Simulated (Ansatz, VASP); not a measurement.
# One calculation of NaC2, two programs

Contents of INCAR:

```
PREC     = Accurate       # precision mode
ENCUT    = 600            # plane-wave cutoff, eV
EDIFF    = 1E-6           # SCF threshold, eV
ISMEAR   = 0              # smearing method
SIGMA    = 0.1            # smearing width, eV
LREAL    = False          # projectors in reciprocal space
LASPH    = True           # aspherical terms in the spheres
NELM     = 60             # most SCF steps
ALGO     = Normal         # electronic algorithm
ISIF     = 3              # what is computed and relaxed
LWAVE    = False          # write WAVECAR
LCHARG   = False          # write CHGCAR
GGA      = PE             # functional
IBRION   = 2              # ionic algorithm
NSW      = 90             # ionic steps
EDIFFG   = -0.04          # ionic threshold
```

Contents of KPOINTS:

```
regular mesh
0
Gamma
  6 4 4
```

File POSCAR:

```
NaC2
1.0
    3.1977301261      0.0000000000      0.0000000000
    0.0000000000      5.1844525081      0.0000000000
    0.0000000000      0.0000000000      4.5147708063
Na C
2 4
Direct
    0.0000000000      0.0000000000      0.8492000000
    0.5000000000      0.5000000000      0.1508000000
    0.0000000000      0.8090000000      0.3610000000
    0.0000000000      0.1910000000      0.3610000000
    0.5000000000      0.3090000000      0.6390000000
    0.5000000000      0.6910000000      0.6390000000
```

Input for Ansatz:

```yaml
crystal:
  lattice:
    - [3.1977301261, 0.0, 0.0]
    - [0.0, 5.1844525081, 0.0]
    - [0.0, 0.0, 4.5147708063]
  atoms:
    - { symbol: Na, position: [0.0, 0.0, 0.8492] }
    - { symbol: Na, position: [0.5, 0.5, 0.1508] }
    - { symbol: C, position: [0.0, 0.809, 0.361] }
    - { symbol: C, position: [0.0, 0.191, 0.361] }
    - { symbol: C, position: [0.5, 0.309, 0.639] }
    - { symbol: C, position: [0.5, 0.691, 0.639] }
basis:
  ecutwfc: 420
kpoints:
  mp_grid: { grid: [6, 4, 4] }
hamiltonian:
  xc: pbe
scf:
  occupations: { method: gaussian, width: 0.1 }
  lower_state_search: "off"
output:
  forces: true
  stress: true
  eigenvalues: true
relax:
  adjacent_minimum: "off"
  f_tol: 0.04
  max_steps: 70
  cell: { stress_tol: 0.4 }
```

Alike in both runs: task relaxation of cell and atoms; functional PBE; k mesh 6 × 4 × 4; occupations gaussian, width 0.1 eV; no spin polarisation.

|  | VASP | Ansatz |
| --- | --- | --- |
| version | VASP 6.6.1 | Ansatz 0.2.0 |
| potentials or method | VASP PAW PBE potentials, release 64 (Na_pv, C), cutoff 600 eV | scalar-relativistic, plane waves, PAW |
| valence electrons in the cell | 30 | 34 |

```csv
,VASP,Ansatz,Ansatz less VASP
"gap on the k mesh at the Fermi level, each at its own relaxed structure (eV)",none,none,-
relaxed volume (Å³/atom),12.72,14.75,+2.034
relaxed length of the cell vector where the two differ most in proportion (Å),6.960,8.118,+1.1575
```

A gap of «none» marks a metal or a gap that the smearing closes. One of these differences is far larger than is usual between the two programs; its cause wasn't traced. VASP's potentials hold 30 valence electrons a cell and Ansatz's 34, so a difference there can come from the potentials and not from the codes.
